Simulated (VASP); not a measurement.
Input of a VASP 6.6.1 run:

File INCAR:

```
PREC = Accurate
ENCUT = 520
EDIFF = 1E-6
ISMEAR = -1
SIGMA = 0.05
LREAL = False
LASPH = True
NELM = 150
ALGO = Normal
ISIF = 2
LWAVE = False
LCHARG = False
ISPIN = 2
MAGMOM = 3
LORBIT = 11
LMAXMIX = 4
GGA = B5
ALDAX = 1.0
AGGAX = 1.0
AGGAC = 1.0
ALDAC = 0.0
NBANDS = 14
```

File KPOINTS:

```
Automatic mesh
0
Gamma
  13 13 13
```

POSCAR

```
Fe
1.0
    0.0000000000      1.9417396906      1.9651051623
    1.4984397099      0.0000000000      1.9651051623
    1.4984397099      1.9417396906      0.0000000000
Fe
1
Direct
    0.0000000000      0.0000000000      0.0000000000
```

Potentials or basis: VASP PAW PBE potentials, release 64 (Fe).

Run with:

```bash
$ cat potpaw_PBE.64/Fe/POTCAR > POTCAR
$ mpirun -np 1 vasp_std > vasp.out
```

(1) What does it give for the pressure?

(2) What does it give for the site moments?

(3) Estimate the net moment.

Results:

(1) 7.2 GPa.

(2) Fe +2.15 μB.

(3) 2.15 μB per cell.

Caveat: the cell stands under pressure; the PAW data sets were made with another functional, which shifts forces and pressure a little.
